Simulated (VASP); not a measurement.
# Se (P3_121) in VASP: notebook

Runs on Se. Level: PBE+D3(BJ). Tasks: single point.

Everything below comes from runs of VASP 6.6.1. Logs are shortened: lines on timing, memory, paths and dates and some standing lists are left out, and cuts for length are marked.

## (1) The cell of the first run

Symmetry: P3_121, No. 152, trigonal system. Conventional cell: a = 3.941 Å, b = 3.941 Å, c = 5.464 Å, α = 90.00°, β = 90.00°, γ = 120.00°. Se (site symmetry 2) has 2 Se at 2.35 Å within 3.1 Å.

## (2) Single point, PBE+D3(BJ) (c/a of the conventional cell at fixed volume 1.3865)

The input, INCAR:

```
SYSTEM = Se
PREC = Accurate
ENCUT = 520
EDIFF = 1E-6
ISMEAR = 0
SIGMA = 0.05
LREAL = .FALSE.
LASPH = .TRUE.
NELM = 60
ALGO = Normal
ISIF = 2
LWAVE = .FALSE.
LCHARG = .FALSE.
GGA = PE
IVDW = 12
NBANDS = 16
```

The input, KPOINTS:

```
regular mesh
0
G
  9 9 8
  0 0 0
```

The input, POSCAR:

```
Se
1.0
    3.9409371099      0.0000000000      0.0000000000
   -1.9704685549      3.4129516519      0.0000000000
    0.0000000000      0.0000000000      5.4641093028
Se
3
Direct
    0.2166185459      0.0000000000      0.3333333333
    0.0000000000      0.2166185459      0.6666666667
    0.7833814541      0.7833814541      0.0000000000
```

Potentials or basis: VASP PAW PBE potentials, release 64 (Se).

Run with:

```console
$ cat potpaw_PBE.64/Se/POTCAR > POTCAR
$ mpirun -np 1 vasp_std > vasp.out
```

OUTCAR:

```text
SYSTEM = Se
   PREC = Accurate
   ENCUT = 520
   EDIFF = 1E-6
   ISMEAR = 0
   LREAL = .FALSE.
   LASPH = .TRUE.
   NELM = 60
   ISIF = 2
   GGA = PE
   IVDW = 12
 IVDW          = 12

 ion  position               nearest neighbor table
   1  0.217  0.000  0.333-   3 2.35   2 2.35
   2  0.000  0.217  0.667-   3 2.35   1 2.35
   3  0.783  0.783  0.000-   2 2.35   1 2.35

  LATTYP: Found a hexagonal cell.
 ALAT       =     3.9409371099
 C/A-ratio  =     1.3865000000

  Lattice vectors:

 A1 = (   3.9409371099,   0.0000000000,   0.0000000000)
 A2 = (  -1.9704685549,   3.4129516519,   0.0000000000)
 A3 = (   0.0000000000,   0.0000000000,   5.4641093028)

Analysis of symmetry for initial positions (statically):
=====================================================================
 Subroutine PRICEL returns:
 Original cell was already a primitive cell.

 Routine SETGRP: Setting up the symmetry group for a
 hexagonal supercell.

 Subroutine GETGRP returns: Found  6 space group operations
 (whereof  2 operations were pure point group operations)
 out of a pool of 24 trial point group operations.

The static configuration has the point symmetry C_2 .
 The point group associated with its full space group is D_3 .

Analysis of symmetry for dynamics (positions and initial velocities):
=====================================================================
 Subroutine PRICEL returns:
 Original cell was already a primitive cell.

 Routine SETGRP: Setting up the symmetry group for a
 hexagonal supercell.

 Subroutine GETGRP returns: Found  6 space group operations
 (whereof  2 operations were pure point group operations)
 out of a pool of 24 trial point group operations.

The dynamic configuration has the point symmetry C_2 .
 The point group associated with its full space group is D_3 .

 Subroutine INISYM returns: Found  6 space group operations
 (whereof  2 operations are pure point group operations),
 and found     1 'primitive' translations

----------------------------------------------------------------------------------------

                                     Primitive cell

  volume of cell :      73.4935

  direct lattice vectors                    reciprocal lattice vectors
     3.940937110  0.000000000  0.000000000     0.253746754  0.146500757  0.000000000
    -1.970468555  3.412951652  0.000000000     0.000000000  0.293001514  0.000000000
     0.000000000  0.000000000  5.464109303     0.000000000  0.000000000  0.183012444

  length of vectors
     3.940937110  3.940937110  5.464109303     0.293001514  0.293001514  0.183012444

  position of ions in fractional coordinates (direct lattice)
     0.216618546  0.000000000  0.333333333
     0.000000000  0.216618546  0.666666667
     0.783381454  0.783381454  0.000000000

  ion indices of the primitive-cell ions
   primitive index   ion index
                 1           1
                 2           2
                 3           3

----------------------------------------------------------------------------------------

 KPOINTS: regular mesh

Automatic generation of k-mesh.
 Grid dimensions read from file:
 generate k-points for:    9    9    8

 Generating k-lattice:

  Cartesian coordinates                     Fractional coordinates (reciprocal lattice)
     0.028194084  0.016277862  0.000000000     0.111111111  0.000000000  0.000000000
     0.000000000  0.032555724  0.000000000     0.000000000  0.111111111  0.000000000
     0.000000000  0.000000000  0.022876556     0.000000000  0.000000000  0.125000000

  Length of vectors
     0.032555724  0.032555724  0.022876556

  Shift w.r.t. Gamma in fractional coordinates (k-lattice)
     0.000000000  0.000000000  0.000000000

 Subroutine IBZKPT returns following result:
 ===========================================

 Found     81 irreducible k-points:

 Following reciprocal coordinates:
            Coordinates               Weight
  0.000000  0.000000  0.000000      1.000000
  0.111111  0.000000  0.000000      6.000000
  0.222222  0.000000  0.000000      6.000000
  0.333333  0.000000  0.000000      6.000000
  0.444444  0.000000  0.000000      6.000000
  0.111111  0.111111  0.000000      6.000000
[... 16 lines left out ...]
  0.222222  0.111111  0.125000     12.000000
 -0.111111  0.333333  0.125000     12.000000
 [... further k-points ...]
   k-points           NKPTS =     81   k-points in BZ     NKDIM =     81   number of bands    NBANDS=     16
   number of dos      NEDOS =    301   number of ions     NIONS =      3
   total plane-waves  NPLWV =  37800
   dimension x,y,z NGX =    30 NGY =   30 NGZ =   42
   dimension x,y,z NGXF=    60 NGYF=   60 NGZF=   84
   ions per type =               3
   NGX,Y,Z   is equivalent  to a cutoff of  12.66, 12.66, 12.78 a.u.
   NGXF,Y,Z  is equivalent  to a cutoff of  25.31, 25.31, 25.56 a.u.
 SYSTEM =  Se
   PREC   = accura    normal or accurate (medium, high low for compatibility)
   ISTART =      0    job   : 0-new  1-cont  2-samecut
   ICHARG =      2    charge: 1-file 2-atom 10-const
   ISPIN  =      1    spin polarized calculation?
   LNONCOLLINEAR =      F non collinear calculations
   LSORBIT =      F    spin-orbit coupling
   LASPH  =      T    aspherical Exc in radial PAW
   ENCUT  =  520.0 eV  38.22 Ry    6.18 a.u.   7.33  7.33 10.16*2*pi/ulx,y,z
   NELM   =     60;   NELMIN=  2; NELMDL= -5     # of ELM steps
   EDIFF  = 0.1E-05   stopping-criterion for ELM
   LREAL  =      F    real-space projection
   EDIFFG = 0.1E-04   stopping-criterion for IOM
   NSW    =      0    number of steps for IOM
   IBRION =     -1    ionic relax: 0-MD 1-quasi-New 2-CG
   NFREE  =      0    steps in history (QN), initial steepest desc. (CG)
   ISIF   =      2    stress and relaxation
   ISYM   =      2    0-nonsym 1-usesym 2-fastsym
   POTIM  = 0.5000    time-step for ionic-motion
   TEBEG  =    0.0;   TEEND  =   0.0 temperature during run
   PSTRESS=    0.0 pullay stress
   NELECT =      18.0000    total number of electrons
   NUPDOWN=      -1.0000    fix difference up-down
   EMIN   =  10.00;   EMAX   =-10.00  energy-range for DOS
   EFERMI =   0.00;   METHOD = LEGACY
   ISMEAR =     0;   SIGMA  =   0.05  broadening in eV -4-tet -1-fermi 0-gaus
   EFERMI_NEDOS =   21; number of points for ismear=-14 and -15
   IALGO  =     38    algorithm
   IMIX   =      4    mixing-type and parameters
     AMIX     =   0.40;   BMIX     =  1.00
     AMIX_MAG =   1.60;   BMIX_MAG =  1.00
  volume/ion in A,a.u.               =      24.50       165.32
  Fermi-wavevector in a.u.,A,eV,Ry     =   1.024274  1.935597 14.274368  1.049136
  Thomas-Fermi vector in A             =   2.158052
   LORBIT       =      0    0 simple, 1 ext, 2 COOP (PROOUT), +10 PAW based schemes
   GGA     = PE    functional components
   LHFCALC =     F    Hartree Fock is set to
   AEXX    =    0.0000 exact exchange contribution
   IVDW    =    12    specifies the selected vdW correction
   LEPSILON=     F    determine dielectric tensor
   LRPA    =     F    only Hartree local field effects (RPA)
 non-spin polarized calculation
 Gauss-broadening in eV      SIGMA  =   0.05
  energy-cutoff  :      520.00
  volume of cell :       73.49
 maximum number of plane-waves:      2012
 NGX is ok and might be reduce to    30
   NGX = 15   NGY = 15   NGZ = 21

 number of electron      18.0000000 magnetization

 Free energy of the ion-electron system (eV)
  ---------------------------------------------------
  ext. energy  EPLUGINS =         0.00000000
  ---------------------------------------------------
  free energy    TOTEN  =       -10.13468593 eV

  energy without entropy =      -10.13443801  energy(sigma->0) =      -10.13456197

 E-fermi :   3.6109     XC(G=0):  -9.3966

 val. band max:        3.6019503253   @ k =   0.3333   0.3333   0.5000
 cond. band min:       3.8445523120   @ k =   0.3333   0.3333   0.3750
 fundamental gap:      0.2426019866
 Fermi energy:         3.6108597647

 k-point     1 :       0.0000    0.0000    0.0000
  band No.  band energies     occupation
      1     -12.6352      2.00000
      2      -8.6221      2.00000
      3      -8.6221      2.00000
      4       0.1369      2.00000
      5       0.1369      2.00000
      6       0.5214      2.00000
[... 8 lines left out ...]
     15      10.0930      0.00000
     16      12.2713      0.00000

 k-point     2 :       0.1111    0.0000    0.0000
  band No.  band energies     occupation
      1     -12.5614      2.00000
      2      -8.6254      2.00000
      3      -8.5840      2.00000
      4      -0.5261      2.00000
      5      -0.1374      2.00000
      6       0.5780      2.00000
[... 8 lines left out ...]
     15      10.7945      0.00000
     16      11.9508      0.00000

 k-point     3 :       0.2222    0.0000    0.0000
  band No.  band energies     occupation
      1     -12.3592      2.00000
      2      -8.6573      2.00000
      3      -8.4839      2.00000
      4      -1.4212      2.00000
      5      -0.6454      2.00000
      6       0.3908      2.00000
[... 8 lines left out ...]
     15      11.7209      0.00000
     16      11.9632      0.00000

 k-point     4 :       0.3333    0.0000    0.0000
  band No.  band energies     occupation
      1     -12.0945      2.00000
      2      -8.7490      2.00000
      3      -8.3628      2.00000
      4      -2.0271      2.00000
      5      -1.0950      2.00000
      6       0.1401      2.00000
[... 8 lines left out ...]
     15      12.3330      0.00000
     16      13.0465      0.00000

 k-point     5 :       0.4444    0.0000    0.0000
  band No.  band energies     occupation
      1     -11.8930      2.00000
      2      -8.8538      2.00000
      3      -8.2790      2.00000
      4      -2.2795      2.00000
      5      -1.3466      2.00000
      6      -0.0026      2.00000
[... 8 lines left out ...]
     15      13.1544      0.00000
     16      13.6422      0.00000

 k-point     6 :       0.1111    0.1111    0.0000
  band No.  band energies     occupation
      1     -12.4230      2.00000
      2      -8.6357      2.00000
      3      -8.5227      2.00000
      4      -1.1466      2.00000
      5      -0.6166      2.00000
      6       0.5407      2.00000
[... 8 lines left out ...]
     15      11.5361      0.00000
     16      11.7149      0.00000

 k-point     7 :       0.2222    0.1111    0.0000
  band No.  band energies     occupation
      1     -12.1869      2.00000
      2      -8.6831      2.00000
      3      -8.4312      2.00000
      4      -1.7733      2.00000
      5      -1.1074      2.00000
      6       0.3304      2.00000
[... 8 lines left out ...]
     15      12.0528      0.00000
     16      12.4940      0.00000

 k-point     8 :       0.3333    0.1111    0.0000
  band No.  band energies     occupation
      1     -11.9459      2.00000
      2      -8.7767      2.00000
      3      -8.3473      2.00000
      4      -2.1440      2.00000
      5      -1.3894      2.00000
      6       0.0947      2.00000
[... 8 lines left out ...]
     15      12.7323      0.00000
     16      13.2177      0.00000

 k-point     9 :       0.4444    0.1111    0.0000
  band No.  band energies     occupation
      1     -11.8387      2.00000
      2      -8.8320      2.00000
      3      -8.3130      2.00000
      4      -2.2478      2.00000
      5      -1.4740      2.00000
      6       0.0370      2.00000
[... 8 lines left out ...]
     15      13.2817      0.00000
     16      13.3661      0.00000
[... 172 lines left out ...]
 k-point    19 :       0.0000    0.3333    0.1250
  band No.  band energies     occupation
      1     -12.0300      2.00000
      2      -9.3256      2.00000
      3      -7.7801      2.00000
      4      -1.9400      2.00000
      5      -1.5597      2.00000
      6       0.3119      2.00000
[... 8 lines left out ...]
     15      12.5244      0.00000
     16      13.4634      0.00000

 k-point    20 :       0.4444    0.0000    0.1250
  band No.  band energies     occupation
      1     -11.8338      2.00000
      2      -9.2563      2.00000
      3      -7.9181      2.00000
      4      -2.1761      2.00000
      5      -1.5430      2.00000
      6       0.2085      2.00000
[... 8 lines left out ...]
     15      13.0219      0.00000
     16      13.8826      0.00000

 k-point    21 :       0.0000    0.4444    0.1250
  band No.  band energies     occupation
      1     -11.8313      2.00000
      2      -9.2896      2.00000
      3      -7.8646      2.00000
      4      -2.1807      2.00000
      5      -1.7611      2.00000
      6       0.1748      2.00000
[... 8 lines left out ...]
     15      13.4315      0.00000
     16      13.9399      0.00000

 k-point    22 :       0.1111    0.1111    0.1250
  band No.  band energies     occupation
      1     -12.3576      2.00000
      2      -9.4037      2.00000
      3      -7.7297      2.00000
      4      -1.2119      2.00000
      5      -0.6734      2.00000
      6       0.5955      2.00000
[... 8 lines left out ...]
     15      11.5370      0.00000
     16      11.7785      0.00000

 k-point    23 :       0.2222    0.1111    0.1250
  band No.  band energies     occupation
      1     -12.1242      2.00000
      2      -9.3054      2.00000
      3      -7.8193      2.00000
      4      -1.7659      2.00000
      5      -1.0633      2.00000
      6       0.3003      2.00000
[... 8 lines left out ...]
     15      11.7170      0.00000
     16      12.4575      0.00000

 k-point    24 :      -0.1111    0.3333    0.1250
  band No.  band energies     occupation
      1     -12.1225      2.00000
      2      -9.3303      2.00000
      3      -7.7765      2.00000
      4      -1.7086      2.00000
      5      -1.3833      2.00000
      6       0.3819      2.00000
[... 8 lines left out ...]
     15      11.9535      0.00000
     16      13.0296      0.00000

 [... further k-points ...]

------------------------ aborting loop because EDIFF is reached ----------------------------------------

 Edisp (eV)   -1.06918

 E8    (eV) :    -0.4421

  FORCE on cell =-STRESS in cart. coord.  units (eV):
  Direction    XX          YY          ZZ          XY          YZ          ZX
  --------------------------------------------------------------------------------------
  -------------------------------------------------------------------------------------
  Total       2.00552     2.00552     1.64032     0.00000     0.00000     0.00000
  in kB      43.72092    43.72092    35.75943     0.00000     0.00000     0.00000
  external pressure =       41.07 kB  Pullay stress =        0.00 kB

 VOLUME and BASIS-vectors are now :
 -----------------------------------------------------------------------------
  energy-cutoff  :      520.00
  volume of cell :       73.49
      direct lattice vectors                 reciprocal lattice vectors
     3.940937110  0.000000000  0.000000000     0.253746754  0.146500757  0.000000000
    -1.970468555  3.412951652  0.000000000     0.000000000  0.293001514  0.000000000
     0.000000000  0.000000000  5.464109303     0.000000000  0.000000000  0.183012444

 POSITION                                       TOTAL-FORCE (eV/Angst)
 -----------------------------------------------------------------------------------
      0.85368      0.00000      1.82137         1.445950     -0.000000      0.000000
     -0.42684      0.73931      3.64274        -0.722975      1.252229      0.000000
      1.54363      2.67364      0.00000        -0.722975     -1.252229      0.000000
 -----------------------------------------------------------------------------------
    total drift:                               -0.000000     -0.000000      0.000000

  FREE ENERGIE OF THE ION-ELECTRON SYSTEM (eV)
  ---------------------------------------------------
  free  energy   TOTEN  =       -11.2038639396 eV

  energy  without entropy=      -11.2036160217  energy(sigma->0) =      -11.20373998
```

Wall time 40 s (1 thread of AMD EPYC 9R45 (Zen 5), shared host); peak memory 0.21 GiB.

Results:

```
Free energy                : -11.2039 eV
Pressure                   : 4.1 GPa
Largest force              : 1.446 eV/Å
Band gap on the k mesh     : zero (filled and empty bands touch)
Dispersion energy per atom : -0.356 eV
```

Forces on the atoms (eV/Å):
```
Se   1.446  0.000  0.000
Se  -0.723  1.252  0.000
Se  -0.723 -1.252  0.000
```

Caveat: pairwise dispersion overbinds metals, which lowers pressure and volume; forces of over 1 eV/Å act on the atoms, so gaps and moduli don't describe the material at rest.

## (3) Single point, PBE+D3(BJ) (c/a of the conventional cell at fixed volume 1.2605)

The input, INCAR:

```
ALGO = Normal
EDIFF = 1E-6
ENCUT = 520
GGA = PE
ISIF = 2
ISMEAR = 0
IVDW = 12
LASPH = T
LCHARG = T
LELF = T
LREAL = F
LVHAR = T
LWAVE = F
NBANDS = 16
NELM = 80
PREC = Accurate
SIGMA = 0.05
```

The input, KPOINTS:

```
k-points
0
Gamma
  9 9 8
```

The input, POSCAR:

```
Se
1.0
    4.0681465756      0.0000000000      0.0000000000
   -2.0340732878      3.5231182808      0.0000000000
    0.0000000000      0.0000000000      5.1277306289
Se
3
Direct
    0.3087981154      0.0000000000      0.3333333333
    0.0000000000      0.3087981154      0.6666666667
    0.6912018846      0.6912018846      0.0000000000
```

Potentials or basis: VASP PAW PBE potentials, release 64 (Se).

Run with:

```console
$ cat potpaw_PBE.64/Se/POTCAR > POTCAR
$ mpirun -np 1 vasp_std > vasp.out
```

Wall time 42 s (1 thread of AMD EPYC 9R45 (Zen 5), shared host); peak memory 0.2 GiB.

Results (log left out):

```
Free energy                : -11.0519 eV
Pressure                   : -6.5 GPa
Largest force              : 0.565 eV/Å
Band gap on the k mesh     : zero (band 9 reaches 4.04 eV, above the bottom of band 10 at 3.38 eV)
Dispersion energy per atom : -0.357 eV
```

Forces in eV/Å, atoms in the order of the input:
```
Se  -0.565  0.000  0.000
Se   0.282 -0.489  0.000
Se   0.282  0.489  0.000
```

Stress tensor (GPa, compression positive):
```
-6.52  0.00  0.00
 0.00 -6.52  0.00
 0.00  0.00 -6.35
```

Levels at points of the mesh, in eV from the Fermi level:
```
           k point  band 7  band 8  band 9  band 10  band 11  band 12
(0.00, 0.00, 0.00)   -2.23   -2.23   -1.88     1.20     1.20     1.39
(0.00, 0.00, 0.50)   -1.15   -0.95   -0.95    -0.39    -0.39    -0.20
```

Caveat: pairwise dispersion overbinds metals, which lowers pressure and volume.

(Continued in part 2 of 2.)
